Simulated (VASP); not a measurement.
# Cu2O (Pn-3m) in VASP: further runs, part 2 of 2

VASP 6.6.1. The steps go on from the part before.

### 3 Single point, HSE06 (strain +2.0%)

The input, POSCAR:

```
Cu2O
1.0
    4.3310019041      0.0000000000      0.0000000000
    0.0000000000      4.3310019041      0.0000000000
    0.0000000000      0.0000000000      4.3310019041
Cu O
4 2
Direct
    0.2500000000      0.2500000000      0.7500000000
    0.7500000000      0.2500000000      0.2500000000
    0.2500000000      0.7500000000      0.2500000000
    0.7500000000      0.7500000000      0.7500000000
    0.5000000000      0.5000000000      0.5000000000
    0.0000000000      0.0000000000      0.0000000000
```

The input, INCAR.step1:

```
ALGO     = Normal         # electronic algorithm
EDIFF    = 1E-5           # SCF threshold, eV
ENCUT    = 520            # plane-wave cutoff, eV
GGA      = PE             # functional
GGA_COMPAT= False        
ISIF     = 2              # what is computed and relaxed
ISMEAR   = 0              # smearing method
KPAR     = 4            
LASPH    = True           # aspherical terms in the spheres
LREAL    = False          # projectors in reciprocal space
LWAVE    = True           # write WAVECAR
NBANDS   = 37             # bands
NELM     = 120            # most SCF steps
PREC     = Accurate       # precision mode
SIGMA    = 0.01           # smearing width, eV
```

The input, INCAR.step2:

```
ALGO     = Normal         # electronic algorithm
EDIFF    = 1E-6           # SCF threshold, eV
ENCUT    = 520            # plane-wave cutoff, eV
GGA      = PE             # functional
GGA_COMPAT= False        
HFSCREEN = 0.2079         # screening, 1/A
ISIF     = 2              # what is computed and relaxed
ISMEAR   = 0              # smearing method
ISTART   = 1            
KPAR     = 4            
LASPH    = True           # aspherical terms in the spheres
LCHARG   = True           # write CHGCAR
LHFCALC  = True           # exact exchange
LREAL    = False          # projectors in reciprocal space
LVHAR    = True         
LWAVE    = False          # write WAVECAR
NBANDS   = 37             # bands
NELM     = 120            # most SCF steps
PREC     = Accurate       # precision mode
PRECFOCK = Normal       
SIGMA    = 0.01           # smearing width, eV
```

The input, KPOINTS:

```
k-points
0
Gamma
  4 4 4
```

Potentials or basis: VASP PAW PBE potentials, release 64 (Cu, O).

On the command line:

```
$ cat potpaw_PBE.64/Cu/POTCAR potpaw_PBE.64/O/POTCAR > POTCAR
$ cp INCAR.step1 INCAR
$ mpirun -np 4 vasp_std > vasp.out
$ cp INCAR.step2 INCAR
$ mpirun -np 4 vasp_std > vasp.out
```

OUTCAR:

```text
EDIFF = 1E-6
   ENCUT = 520
   GGA = PE
   HFSCREEN = 0.2079
   ISIF = 2
   ISMEAR = 0
   ISTART = 1
   LASPH = True
   LHFCALC = True
   LREAL = False
   NELM = 120
   PREC = Accurate
   PRECFOCK = Normal

 ion  position               nearest neighbor table
   1  0.250  0.250  0.750-   5 1.88   6 1.88
   2  0.750  0.250  0.250-   5 1.88   6 1.88
   3  0.250  0.750  0.250-   5 1.88   6 1.88
[... 601 lines left out ...]
  --------------------------------------------------------------------------------------
  -------------------------------------------------------------------------------------
  Total       -1.4848663     -1.4848663     -1.4848663     -0.0000000     -0.0000000      0.0000000
  in kB      -29.2841628    -29.2841628    -29.2841628     -0.0000000     -0.0000000      0.0000000
  external PRESSURE =     -29.2841628 kB  Pullay stress =       0.0000000 kB

 VOLUME and BASIS-vectors are now :
 -----------------------------------------------------------------------------
  energy-cutoff  :      520.00
  volume of cell :       81.24
      direct lattice vectors                 reciprocal lattice vectors
     4.331001904  0.000000000  0.000000000     0.230893457  0.000000000  0.000000000
     0.000000000  4.331001904  0.000000000     0.000000000  0.230893457  0.000000000
     0.000000000  0.000000000  4.331001904     0.000000000  0.000000000  0.230893457

 POSITION                                       TOTAL-FORCE (eV/Angst)
 -----------------------------------------------------------------------------------
      1.08275      1.08275      3.24825        -0.000000     -0.000000      0.000000
      3.24825      1.08275      1.08275         0.000000      0.000000     -0.000000
      1.08275      3.24825      1.08275         0.000000     -0.000000      0.000000
      3.24825      3.24825      3.24825        -0.000000      0.000000     -0.000000
      2.16550      2.16550      2.16550        -0.000000      0.000000     -0.000000
      0.00000      0.00000      0.00000        -0.000000      0.000000     -0.000000
 -----------------------------------------------------------------------------------
    total drift:                                0.000002     -0.000001      0.000001

  FREE ENERGIE OF THE ION-ELECTRON SYSTEM (eV)
  ---------------------------------------------------
  free  energy   TOTEN  =       -31.6418827757 eV

  energy  without entropy=      -31.6418827757  energy(sigma->0) =      -31.64188278
```

OSZICAR.step1:

```text
N       E                     dE             d eps       ncg     rms          rms(c)
DAV:   1     0.532702526640E+03    0.53270E+03   -0.24936E+04   740   0.233E+03
DAV:   2     0.577699639772E+02   -0.47493E+03   -0.45270E+03   750   0.447E+02
DAV:   3    -0.279772457693E+02   -0.85747E+02   -0.81458E+02   933   0.209E+02
DAV:   4    -0.332289677691E+02   -0.52517E+01   -0.51675E+01  1084   0.589E+01
DAV:   5    -0.332807241506E+02   -0.51756E-01   -0.51717E-01   954   0.718E+00    0.182E+01
DAV:   6    -0.305635637171E+02    0.27172E+01   -0.52012E+01   964   0.131E+02    0.126E+01
DAV:   7    -0.272088946174E+02    0.33547E+01   -0.13523E+01   957   0.867E+01    0.316E+00
DAV:   8    -0.273036863103E+02   -0.94792E-01   -0.17121E+00   911   0.714E+00    0.157E+00
DAV:   9    -0.272825924100E+02    0.21094E-01   -0.10970E-01   976   0.421E+00    0.707E-01
DAV:  10    -0.272748408503E+02    0.77516E-02   -0.42939E-02  1018   0.321E+00    0.285E-01
DAV:  11    -0.272738552442E+02    0.98561E-03   -0.61853E-03  1172   0.881E-01    0.733E-02
DAV:  12    -0.272737844709E+02    0.70773E-04   -0.82775E-04  1005   0.287E-01    0.217E-02
DAV:  13    -0.272737921587E+02   -0.76878E-05   -0.11735E-04   954   0.171E-01    0.897E-03
DAV:  14    -0.272737910270E+02    0.11317E-05   -0.10609E-05   430   0.669E-02
   1 F= -.27273791E+02 E0= -.27273791E+02  d E =-.496238E-78
```

Run time: 39 min. Hardware: 4 MPI ranks of Intel Xeon Platinum 8375C at 2.90GHz (Ice Lake), shared host; peak memory 0.34 GiB.

What came out:

```
Free energy            : -31.6419 eV
Pressure               : -2.9 GPa
Band gap on the k mesh : 1.88 eV
```

Caveat: the cell differs from its parent crystal (strain +2.0%); the PAW data sets were made with another functional, which shifts forces and pressure a little.

### 4 Single point, HSE06 (strain -3.0%)

Edit POSCAR of step 3 so:

```diff
@@ -2,5 +2,5 @@
 1.0
-    4.3310019041      0.0000000000      0.0000000000
-    0.0000000000      4.3310019041      0.0000000000
-    0.0000000000      0.0000000000      4.3310019041
+    4.1186978892      0.0000000000      0.0000000000
+    0.0000000000      4.1186978892      0.0000000000
+    0.0000000000      0.0000000000      4.1186978892
 Cu O
```

Edit INCAR.step1 of step 3 so:

```diff
@@ -9,2 +9,3 @@
 LASPH    = True           # aspherical terms in the spheres
+LCHARG   = False          # write CHGCAR
 LREAL    = False          # projectors in reciprocal space
```

Edit INCAR.step2 of step 3 so:

```diff
@@ -11,6 +11,5 @@
 LASPH    = True           # aspherical terms in the spheres
-LCHARG   = True           # write CHGCAR
+LCHARG   = False          # write CHGCAR
 LHFCALC  = True           # exact exchange
 LREAL    = False          # projectors in reciprocal space
-LVHAR    = True         
 LWAVE    = False          # write WAVECAR
```

KPOINTS is that of step 3.

Potentials or basis: VASP PAW PBE potentials, release 64 (Cu, O).

On the command line:

```
$ cat potpaw_PBE.64/Cu/POTCAR potpaw_PBE.64/O/POTCAR > POTCAR
$ cp INCAR.step1 INCAR
$ mpirun -np 4 vasp_std > vasp.out
$ cp INCAR.step2 INCAR
$ mpirun -np 4 vasp_std > vasp.out
```

OUTCAR:

```text
EDIFF = 1E-6
   ENCUT = 520
   GGA = PE
   HFSCREEN = 0.2079
   ISIF = 2
   ISMEAR = 0
   ISTART = 1
   LASPH = True
   LHFCALC = True
   LREAL = False
   NELM = 120
   PREC = Accurate
   PRECFOCK = Normal

 ion  position               nearest neighbor table
   1  0.250  0.250  0.750-   5 1.78   6 1.78
   2  0.750  0.250  0.250-   5 1.78   6 1.78
   3  0.250  0.750  0.250-   5 1.78   6 1.78
[... 602 lines left out ...]
  --------------------------------------------------------------------------------------
  -------------------------------------------------------------------------------------
  Total        8.1575731      8.1575731      8.1575731      0.0000000     -0.0000000      0.0000000
  in kB      187.0646573    187.0646573    187.0646573      0.0000000     -0.0000000      0.0000000
  external PRESSURE =     187.0646573 kB  Pullay stress =       0.0000000 kB

 VOLUME and BASIS-vectors are now :
 -----------------------------------------------------------------------------
  energy-cutoff  :      520.00
  volume of cell :       69.87
      direct lattice vectors                 reciprocal lattice vectors
     4.118697889  0.000000000  0.000000000     0.242795181  0.000000000  0.000000000
     0.000000000  4.118697889  0.000000000     0.000000000  0.242795181  0.000000000
     0.000000000  0.000000000  4.118697889     0.000000000  0.000000000  0.242795181

 POSITION                                       TOTAL-FORCE (eV/Angst)
 -----------------------------------------------------------------------------------
      1.02967      1.02967      3.08902         0.000000     -0.000000     -0.000000
      3.08902      1.02967      1.02967        -0.000000     -0.000000     -0.000000
      1.02967      3.08902      1.02967        -0.000000      0.000000     -0.000000
      3.08902      3.08902      3.08902         0.000000     -0.000000      0.000000
      2.05935      2.05935      2.05935         0.000000      0.000000      0.000000
      0.00000      0.00000      0.00000         0.000000      0.000000     -0.000000
 -----------------------------------------------------------------------------------
    total drift:                               -0.000001      0.000000      0.000000

  FREE ENERGIE OF THE ION-ELECTRON SYSTEM (eV)
  ---------------------------------------------------
  free  energy   TOTEN  =       -31.1693409769 eV

  energy  without entropy=      -31.1693409769  energy(sigma->0) =      -31.16934098
```

OUTCAR.step1:

```text
EDIFF = 1E-5
   ENCUT = 520
   GGA = PE
   ISIF = 2
[... 623 lines left out ...]
      1.02967      3.08902      1.02967         0.000000     -0.000000     -0.000000
      3.08902      3.08902      3.08902        -0.000000      0.000000      0.000000
      2.05935      2.05935      2.05935        -0.000000      0.000000      0.000000
      0.00000      0.00000      0.00000        -0.000000      0.000000      0.000000
 -----------------------------------------------------------------------------------
    total drift:                               -0.000000      0.000000     -0.000000

  FREE ENERGIE OF THE ION-ELECTRON SYSTEM (eV)
  ---------------------------------------------------
  free  energy   TOTEN  =       -26.6892431256 eV

  energy  without entropy=      -26.6892431256  energy(sigma->0) =      -26.68924313
```

OSZICAR.step1:

```text
N       E                     dE             d eps       ncg     rms          rms(c)
DAV:   1     0.554695575633E+03    0.55470E+03   -0.24755E+04   748   0.245E+03
DAV:   2     0.605026940662E+02   -0.49419E+03   -0.46859E+03   755   0.466E+02
DAV:   3    -0.283944913185E+02   -0.88897E+02   -0.84137E+02   904   0.222E+02
DAV:   4    -0.330333254549E+02   -0.46388E+01   -0.45799E+01  1089   0.586E+01
DAV:   5    -0.330792331683E+02   -0.45908E-01   -0.45891E-01  1012   0.648E+00    0.191E+01
DAV:   6    -0.295856475664E+02    0.34936E+01   -0.51505E+01   954   0.138E+02    0.116E+01
DAV:   7    -0.266650877295E+02    0.29206E+01   -0.13599E+01   952   0.841E+01    0.306E+00
DAV:   8    -0.267197554045E+02   -0.54668E-01   -0.12063E+00   900   0.638E+00    0.171E+00
DAV:   9    -0.266949789145E+02    0.24776E-01   -0.57046E-02   953   0.350E+00    0.547E-01
DAV:  10    -0.266901622743E+02    0.48166E-02   -0.27363E-02   988   0.238E+00    0.259E-01
DAV:  11    -0.266893326702E+02    0.82960E-03   -0.57504E-03  1146   0.868E-01    0.802E-02
DAV:  12    -0.266892332923E+02    0.99378E-04   -0.91289E-04   970   0.306E-01    0.158E-02
DAV:  13    -0.266892442074E+02   -0.10915E-04   -0.88345E-05   814   0.130E-01    0.786E-03
DAV:  14    -0.266892431256E+02    0.10819E-05   -0.91001E-06   420   0.649E-02
   1 F= -.26689243E+02 E0= -.26689243E+02  d E =-.441879E-18
```

Run time: 24 min. Hardware: 4 MPI ranks of Intel Xeon Platinum 8259CL at 2.50GHz (Skylake/Cascade Lake), shared host; peak memory 0.31 GiB.

Results:

| Quantity | Value |
| --- | --- |
| Free energy | -31.1693 eV |
| Pressure | 18.7 GPa |
| Band gap on the k mesh | 2.09 eV |

Caveat: the cell differs from its parent crystal (strain -3.0%); the cell stands under pressure; the PAW data sets were made with another functional, which shifts forces and pressure a little.

### 5 Summary

| cell | gap on the mesh (eV) | pressure (GPa) |
| --- | --- | --- |
| a = 4.076 Å, 6 atoms | 1.95 | 25.2 |
| a = 4.331 Å, 6 atoms | 1.88 | -2.9 |
| a = 4.119 Å, 6 atoms | 2.09 | 18.7 |

Alike in all rows: task single point; level HSE06; potentials or basis VASP PAW PBE potentials, release 64 (Cu, O); no spin polarisation; k mesh 4 × 4 × 4; cutoff (eV) 520; smearing gaussian 0.01 eV.

Caveats: the PAW data sets were made with another functional, which shifts forces and pressure a little; the cell stands under pressure (at least some runs).

Absolute energies hang on the potentials; compare differences alone.
